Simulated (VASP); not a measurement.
# GaN (gw) (F-43m) in VASP: notebook

GaN (gw) is run at these levels: PBE; tasks: single point.

Program: VASP 6.6.1. These are calculated values, not measurements. Logs are shortened: lines on timing, memory, paths and dates and some standing lists are left out, and cuts for length are marked.

**1. The cell of the first run**

The structure is cubic, space group F-43m (No. 216). Conventional cell: a = 4.498 Å, b = 4.498 Å, c = 4.498 Å, α = 90.00°, β = 90.00°, γ = 90.00°. Ga (site symmetry -43m) has 4 N at 1.95 Å within 2.6 Å. N (site symmetry -43m) has 4 Ga at 1.95 Å within 2.6 Å.

**2. Single point, PBE**

INCAR

```
PREC = Accurate
ENCUT = 600
EDIFF = 1E-6
ISMEAR = 0
SIGMA = 0.01
LREAL = False
LASPH = True
NELM = 120
ALGO = Normal
ISIF = 2
LWAVE = False
LCHARG = False
GGA = PE
NBANDS = 16
GGA_COMPAT = False
```

KPOINTS

```
Automatic mesh
0
Gamma
  6 6 6
```

POSCAR

```
GaN
1.0
    0.0000000000      2.2491150748      2.2491150748
    2.2491150748      0.0000000000      2.2491150748
    2.2491150748      2.2491150748      0.0000000000
Ga N
1 1
Direct
    0.0000000000      0.0000000000      0.0000000000
    0.7500000000      0.7500000000      0.7500000000
```

Potentials or basis: VASP PAW PBE potentials, release 64 (Ga_d, N).

Launch:

```bash
> cat potpaw_PBE.64/Ga_d/POTCAR potpaw_PBE.64/N/POTCAR > POTCAR
> mpirun -np 1 vasp_std > vasp.out
```

OUTCAR:

```text
PREC = Accurate
   ENCUT = 600
   EDIFF = 1E-6
   ISMEAR = 0
   LREAL = False
   LASPH = True
   NELM = 120
   ISIF = 2
   GGA = PE

 ion  position               nearest neighbor table
   1  0.000  0.000  0.000-   2 1.95   2 1.95   2 1.95   2 1.95
   2  0.750  0.750  0.750-   1 1.95   1 1.95   1 1.95   1 1.95

  LATTYP: Found a face centered cubic cell.
 ALAT       =     4.4982301496

  Lattice vectors:

 A1 = (   0.0000000000,   2.2491150748,   2.2491150748)
 A2 = (   2.2491150748,   0.0000000000,   2.2491150748)
 A3 = (   2.2491150748,   2.2491150748,   0.0000000000)

Analysis of symmetry for initial positions (statically):
=====================================================================
 Subroutine PRICEL returns:
 Original cell was already a primitive cell.

 Routine SETGRP: Setting up the symmetry group for a
 face centered cubic supercell.

 Subroutine GETGRP returns: Found 24 space group operations
 (whereof 24 operations were pure point group operations)
 out of a pool of 48 trial point group operations.

The static configuration has the point symmetry T_d .

Analysis of symmetry for dynamics (positions and initial velocities):
=====================================================================
 Subroutine PRICEL returns:
 Original cell was already a primitive cell.

 Routine SETGRP: Setting up the symmetry group for a
 face centered cubic supercell.

 Subroutine GETGRP returns: Found 24 space group operations
 (whereof 24 operations were pure point group operations)
 out of a pool of 48 trial point group operations.

The dynamic configuration has the point symmetry T_d .

 Subroutine INISYM returns: Found 24 space group operations
 (whereof 24 operations are pure point group operations),
 and found     1 'primitive' translations

----------------------------------------------------------------------------------------

                                     Primitive cell

  volume of cell :      22.7544

  direct lattice vectors                    reciprocal lattice vectors
     0.000000000  2.249115075  2.249115075    -0.222309657  0.222309657  0.222309657
     2.249115075  0.000000000  2.249115075     0.222309657 -0.222309657  0.222309657
     2.249115075  2.249115075  0.000000000     0.222309657  0.222309657 -0.222309657

  length of vectors
     3.180729042  3.180729042  3.180729042     0.385051620  0.385051620  0.385051620

  position of ions in fractional coordinates (direct lattice)
     0.000000000  0.000000000  0.000000000
     0.750000000  0.750000000  0.750000000

  ion indices of the primitive-cell ions
   primitive index   ion index
                 1           1
                 2           2

----------------------------------------------------------------------------------------

 KPOINTS: Automatic mesh

Automatic generation of k-mesh.
 Grid dimensions read from file:
 generate k-points for:    6    6    6

 Generating k-lattice:

  Cartesian coordinates                     Fractional coordinates (reciprocal lattice)
    -0.037051609  0.037051609  0.037051609     0.166666667  0.000000000  0.000000000
     0.037051609 -0.037051609  0.037051609     0.000000000  0.166666667  0.000000000
     0.037051609  0.037051609 -0.037051609     0.000000000  0.000000000  0.166666667

  Length of vectors
     0.064175270  0.064175270  0.064175270

  Shift w.r.t. Gamma in fractional coordinates (k-lattice)
     0.000000000  0.000000000  0.000000000

 Subroutine IBZKPT returns following result:
 ===========================================

 Found     16 irreducible k-points:

 Following reciprocal coordinates:
            Coordinates               Weight
  0.000000  0.000000  0.000000      1.000000
  0.166667  0.000000  0.000000      8.000000
  0.333333  0.000000  0.000000      8.000000
  0.500000  0.000000  0.000000      4.000000
  0.166667  0.166667  0.000000      6.000000
  0.333333  0.166667  0.000000     24.000000
[... 8 lines left out ...]
 -0.333333  0.333333  0.166667     24.000000
 -0.333333  0.500000  0.166667     12.000000
   k-points           NKPTS =     16   k-points in BZ     NKDIM =     16   number of bands    NBANDS=     16
   number of dos      NEDOS =    301   number of ions     NIONS =      2
   total plane-waves  NPLWV =  21952
   dimension x,y,z NGX =    28 NGY =   28 NGZ =   28
   dimension x,y,z NGXF=    56 NGYF=   56 NGZF=   56
   ions per type =               1   1
   NGX,Y,Z   is equivalent  to a cutoff of  14.63, 14.63, 14.63 a.u.
   NGXF,Y,Z  is equivalent  to a cutoff of  29.27, 29.27, 29.27 a.u.
 SYSTEM =  unknown system
   PREC   = accura    normal or accurate (medium, high low for compatibility)
   ISTART =      0    job   : 0-new  1-cont  2-samecut
   ICHARG =      2    charge: 1-file 2-atom 10-const
   ISPIN  =      1    spin polarized calculation?
   LNONCOLLINEAR =      F non collinear calculations
   LSORBIT =      F    spin-orbit coupling
   LASPH  =      T    aspherical Exc in radial PAW
   ENCUT  =  600.0 eV  44.10 Ry    6.64 a.u.   6.35  6.35  6.35*2*pi/ulx,y,z
   NELM   =    120;   NELMIN=  2; NELMDL= -5     # of ELM steps
   EDIFF  = 0.1E-05   stopping-criterion for ELM
   LREAL  =      F    real-space projection
   EDIFFG = 0.1E-04   stopping-criterion for IOM
   NSW    =      0    number of steps for IOM
   IBRION =     -1    ionic relax: 0-MD 1-quasi-New 2-CG
   NFREE  =      0    steps in history (QN), initial steepest desc. (CG)
   ISIF   =      2    stress and relaxation
   ISYM   =      2    0-nonsym 1-usesym 2-fastsym
   POTIM  = 0.5000    time-step for ionic-motion
   TEBEG  =    0.0;   TEEND  =   0.0 temperature during run
   PSTRESS=    0.0 pullay stress
   NELECT =      18.0000    total number of electrons
   NUPDOWN=      -1.0000    fix difference up-down
   EMIN   =  10.00;   EMAX   =-10.00  energy-range for DOS
   EFERMI =   0.00;   METHOD = LEGACY
   ISMEAR =     0;   SIGMA  =   0.01  broadening in eV -4-tet -1-fermi 0-gaus
   EFERMI_NEDOS =   21; number of points for ismear=-14 and -15
   IALGO  =     38    algorithm
   IMIX   =      4    mixing-type and parameters
     AMIX     =   0.40;   BMIX     =  1.00
     AMIX_MAG =   1.60;   BMIX_MAG =  1.00
  volume/ion in A,a.u.               =      11.38        76.78
  Fermi-wavevector in a.u.,A,eV,Ry     =   1.514063  2.861164 31.189822  2.292387
  Thomas-Fermi vector in A             =   2.623771
   LORBIT       =      0    0 simple, 1 ext, 2 COOP (PROOUT), +10 PAW based schemes
   GGA     = PE    functional components
   LHFCALC =     F    Hartree Fock is set to
   AEXX    =    0.0000 exact exchange contribution
   IVDW    =     0    specifies the selected vdW correction
   LEPSILON=     F    determine dielectric tensor
   LRPA    =     F    only Hartree local field effects (RPA)
 non-spin polarized calculation
 Gauss-broadening in eV      SIGMA  =   0.01
  energy-cutoff  :      600.00
  volume of cell :       22.75
 maximum number of plane-waves:       769
 NGX is ok and might be reduce to    28
   NGX = 13   NGY = 13   NGZ = 13

 number of electron      18.0000005 magnetization

 Free energy of the ion-electron system (eV)
  ---------------------------------------------------
  ext. energy  EPLUGINS =         0.00000000
  ---------------------------------------------------
  free energy    TOTEN  =       -12.13539438 eV

  energy without entropy =      -12.13539438  energy(sigma->0) =      -12.13539438

 E-fermi :   5.4040     XC(G=0): -11.6972

 val. band max:        5.3498628434   @ k =   0.0000   0.0000   0.0000
 cond. band min:       7.1100681320   @ k =   0.0000   0.0000   0.0000
 fundamental gap:      1.7602052887
 Fermi energy:         5.4040481768

 k-point     1 :       0.0000    0.0000    0.0000
  band No.  band energies     occupation
      1     -10.6358      2.00000
      2      -8.1019      2.00000
      3      -8.1019      2.00000
      4      -8.1019      2.00000
      5      -7.7763      2.00000
      6      -7.7763      2.00000
[... 8 lines left out ...]
     15      24.2457      0.00000
     16      24.2457      0.00000

 k-point     2 :       0.1667    0.0000    0.0000
  band No.  band energies     occupation
      1     -10.3480      2.00000
      2      -8.0674      2.00000
      3      -8.0674      2.00000
      4      -7.9757      2.00000
      5      -7.7778      2.00000
      6      -7.7778      2.00000
[... 8 lines left out ...]
     15      22.2974      0.00000
     16      22.2974      0.00000

 k-point     3 :       0.3333    0.0000    0.0000
  band No.  band energies     occupation
      1      -9.8662      2.00000
      2      -8.0215      2.00000
      3      -8.0215      2.00000
      4      -7.7552      2.00000
      5      -7.7552      2.00000
      6      -7.3141      2.00000
[... 8 lines left out ...]
     15      23.0679      0.00000
     16      23.0679      0.00000

 k-point     4 :       0.5000    0.0000    0.0000
  band No.  band energies     occupation
      1      -9.7089      2.00000
      2      -8.0128      2.00000
      3      -8.0128      2.00000
      4      -7.7285      2.00000
      5      -7.7285      2.00000
      6      -6.5303      2.00000
[... 8 lines left out ...]
     15      25.0806      0.00000
     16      25.0807      0.00000

 k-point     5 :       0.1667    0.1667    0.0000
  band No.  band energies     occupation
      1     -10.2563      2.00000
      2      -8.0318      2.00000
      3      -8.0318      2.00000
      4      -7.9939      2.00000
      5      -7.7866      2.00000
      6      -7.7568      2.00000
[... 8 lines left out ...]
     15      25.9779      0.00000
     16      26.1637      0.00000

 k-point     6 :       0.3333    0.1667    0.0000
  band No.  band energies     occupation
      1      -9.8586      2.00000
      2      -8.0032      2.00000
      3      -7.9711      2.00000
      4      -7.8637      2.00000
      5      -7.7353      2.00000
      6      -7.4100      2.00000
[... 8 lines left out ...]
     15      24.9080      0.00000
     16      25.4337      0.00000

 k-point     7 :       0.5000    0.1667    0.0000
  band No.  band energies     occupation
      1      -9.6519      2.00000
      2      -8.0035      2.00000
      3      -7.9560      2.00000
      4      -7.7974      2.00000
      5      -7.7258      2.00000
      6      -6.4561      2.00000
[... 8 lines left out ...]
     15      24.8040      0.00000
     16      25.7466      0.00000

 k-point     8 :      -0.3333    0.1667    0.0000
  band No.  band energies     occupation
      1      -9.6947      2.00000
      2      -8.0055      2.00000
      3      -7.9700      2.00000
      4      -7.7716      2.00000
      5      -7.7699      2.00000
      6      -6.7289      2.00000
[... 8 lines left out ...]
     15      22.5982      0.00000
     16      25.3178      0.00000

 k-point     9 :      -0.1667    0.1667    0.0000
  band No.  band energies     occupation
      1     -10.0033      2.00000
      2      -8.0243      2.00000
      3      -8.0228      2.00000
      4      -7.8089      2.00000
      5      -7.7984      2.00000
      6      -7.6026      2.00000
[... 8 lines left out ...]
     15      22.2728      0.00000
     16      25.3740      0.00000

 k-point    10 :       0.3333    0.3333    0.0000
  band No.  band energies     occupation
      1      -9.6810      2.00000
      2      -7.9682      2.00000
      3      -7.8778      2.00000
      4      -7.8778      2.00000
      5      -7.7178      2.00000
      6      -7.0751      2.00000
[... 8 lines left out ...]
     15      27.8763      0.00000
     16      27.9201      0.00000

 k-point    11 :       0.5000    0.3333    0.0000
  band No.  band energies     occupation
      1      -9.5632      2.00000
      2      -7.9837      2.00000
      3      -7.8480      2.00000
      4      -7.8423      2.00000
      5      -7.7144      2.00000
      6      -6.2590      2.00000
[... 8 lines left out ...]
     15      27.8979      0.00000
     16      27.9650      0.00000

 k-point    12 :      -0.3333    0.3333    0.0000
  band No.  band energies     occupation
      1      -9.5666      2.00000
      2      -7.9893      2.00000
      3      -7.8749      2.00000
      4      -7.8226      2.00000
      5      -7.7577      2.00000
      6      -6.0352      2.00000
[... 8 lines left out ...]
     15      24.3432      0.00000
     16      28.3116      0.00000

 k-point    13 :       0.5000    0.5000    0.0000
  band No.  band energies     occupation
      1      -9.5329      2.00000
      2      -8.0167      2.00000
      3      -7.7928      2.00000
      4      -7.7928      2.00000
      5      -7.6982      2.00000
      6      -6.1072      2.00000
[... 8 lines left out ...]
     15      27.2202      0.00000
     16      30.0143      0.00000

 k-point    14 :       0.5000    0.3333    0.1667
  band No.  band energies     occupation
      1      -9.6404      2.00000
      2      -7.9646      2.00000
      3      -7.9434      2.00000
      4      -7.8361      2.00000
      5      -7.7390      2.00000
      6      -6.6610      2.00000
[... 8 lines left out ...]
     15      25.3012      0.00000
     16      27.8462      0.00000

 k-point    15 :      -0.3333    0.3333    0.1667
  band No.  band energies     occupation
      1      -9.5665      2.00000
      2      -7.9790      2.00000
      3      -7.9120      2.00000
      4      -7.7999      2.00000
      5      -7.7529      2.00000
      6      -6.0333      2.00000
[... 8 lines left out ...]
     15      24.2871      0.00000
     16      28.2524      0.00000

 k-point    16 :      -0.3333    0.5000    0.1667
  band No.  band energies     occupation
      1      -9.5314      2.00000
      2      -7.9699      2.00000
      3      -7.8946      2.00000
      4      -7.7848      2.00000
      5      -7.7361      2.00000
      6      -5.8867      2.00000
[... 8 lines left out ...]
     15      26.0748      0.00000
     16      28.4682      0.00000

------------------------ aborting loop because EDIFF is reached ----------------------------------------

  FORCE on cell =-STRESS in cart. coord.  units (eV):
  Direction    XX          YY          ZZ          XY          YZ          ZX
  --------------------------------------------------------------------------------------
  -------------------------------------------------------------------------------------
  Total        0.8582017      0.8582017      0.8582017      0.0000000     -0.0000000     -0.0000000
  in kB       60.4275388     60.4275388     60.4275388      0.0000000     -0.0000000     -0.0000000
  external PRESSURE =      60.4275388 kB  Pullay stress =       0.0000000 kB

 VOLUME and BASIS-vectors are now :
 -----------------------------------------------------------------------------
  energy-cutoff  :      600.00
  volume of cell :       22.75
      direct lattice vectors                 reciprocal lattice vectors
     0.000000000  2.249115075  2.249115075    -0.222309657  0.222309657  0.222309657
     2.249115075  0.000000000  2.249115075     0.222309657 -0.222309657  0.222309657
     2.249115075  2.249115075  0.000000000     0.222309657  0.222309657 -0.222309657

 POSITION                                       TOTAL-FORCE (eV/Angst)
 -----------------------------------------------------------------------------------
      0.00000      0.00000      0.00000         0.000000      0.000000      0.000000
      3.37367      3.37367      3.37367        -0.000000     -0.000000     -0.000000
 -----------------------------------------------------------------------------------
    total drift:                               -0.000000     -0.000000     -0.000000

  FREE ENERGIE OF THE ION-ELECTRON SYSTEM (eV)
  ---------------------------------------------------
  free  energy   TOTEN  =       -12.1353943787 eV

  energy  without entropy=      -12.1353943787  energy(sigma->0) =      -12.13539438
```

Run time: 8 s. Hardware: 1 thread of AMD EPYC 7R13 (Zen 3), shared host; peak memory 0.13 GiB.

Results:

```
Free energy            : -12.1354 eV
Pressure               : 6.0 GPa
Band gap on the k mesh : 1.76 eV, direct
```

**3. Single point, PBE**

INCAR

```
SYSTEM = GaN
PREC     = Accurate       ! precision mode
ENCUT    = 600            ! plane-wave cutoff, eV
EDIFF    = 1E-6           ! SCF threshold, eV
ISMEAR   = 0              ! smearing method
SIGMA    = 0.01           ! smearing width, eV
LREAL    = .FALSE.        ! projectors in reciprocal space
LASPH    = .TRUE.         ! aspherical terms in the spheres
NELM     = 120            ! most SCF steps
ALGO     = Normal         ! electronic algorithm
ISIF     = 2              ! what is computed and relaxed
LWAVE    = .FALSE.        ! write WAVECAR
LCHARG   = .FALSE.        ! write CHGCAR
GGA      = PE             ! functional
NBANDS   = 16             ! bands
GGA_COMPAT= .FALSE.
```

KPOINTS

```
regular mesh
0
G
  6 6 6
  0 0 0
```

POSCAR is that of step 2.

Potentials or basis: VASP PAW PBE potentials, release 64 (Ga_d, N).

Launch:

```bash
> cat potpaw_PBE.64/Ga_d/POTCAR potpaw_PBE.64/N/POTCAR > POTCAR
> mpirun -np 1 vasp_std > vasp.out
```

Run time: 8.1 s. Hardware: 1 thread of AMD EPYC 7R13 (Zen 3), shared host; peak memory 0.13 GiB.

Results (log left out):

```
Free energy            : -12.1354 eV
Pressure               : 6.0 GPa
Band gap on the k mesh : 1.76 eV, direct
```

Levels at points of the mesh, in eV from the valence-band top:
| k point | band 6 | band 7 | band 8 | band 9 | band 10 | band 11 | band 12 | band 13 |
| --- | --- | --- | --- | --- | --- | --- | --- | --- |
| (0.00, 0.00, 0.00) | -13.13 | 0.00 | 0.00 | 0.00 | 1.76 | 10.33 | 10.33 | 10.33 |
| (0.50, 0.00, 0.00) | -11.88 | -7.08 | -0.98 | -0.98 | 4.68 | 8.76 | 10.39 | 10.39 |
| (0.50, 0.50, 0.00) | -11.46 | -6.15 | -2.72 | -2.72 | 3.35 | 6.69 | 11.75 | 14.02 |

PBE gaps usually lie below the measured ones, often by a third to a half.
